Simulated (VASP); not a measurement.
## As: single point with PBE

Crystal: As.

```
As
1.0
     4.56639    0.00000    0.00000
    -2.28320    3.95461    0.00000
     0.00000    0.00000    2.83001
As
2
Direct
  0.66667 0.33333 0.50000
  0.33333 0.66667 0.50000
```

```yaml
Program: VASP 6.6.1
Task: single point
Functional: PBE
Potentials_or_basis: VASP PAW PBE potentials, release 64 (As)
Cutoff: 520 eV
k_mesh: 12 × 12 × 20
Occupations: gaussian, width 0.1 eV
Spin: no spin polarisation
Dipole_correction: no
Further_INCAR_settings: ALGO = Normal; EDIFF = 1e-07; NBANDS = 12
```

- Pressure: 0.1 GPa
- Band gap on the k mesh: zero (band 5 reaches 6.19 eV, above the bottom of band 6 at 2.13 eV)

Stress tensor (GPa, compression positive):
```
0.16 0.00 0.00
0.00 0.16 0.00
0.00 0.00 0.06
```

Levels at points of the mesh, in eV from the Fermi level:
```csv
k point,band 2,band 3,band 4,band 5,band 6,band 7,band 8,band 9
"(0.00, 0.00, 0.00)",-8.66,-4.29,-4.29,0.01,0.01,3.21,4.58,7.09
"(0.50, 0.00, 0.00)",-11.53,-5.17,-3.20,2.25,3.48,4.23,5.42,5.55
"(0.00, 0.00, 0.50)",-6.21,-5.84,-2.31,-2.31,-1.67,2.32,2.32,5.67
"(0.50, 0.00, 0.50)",-8.97,-5.04,-3.74,-3.10,-0.67,4.40,4.50,4.69
```

Wall time 2.4 min on 1 thread of Intel Xeon 8259CL, on a shared host, peak memory 0.26 GiB.
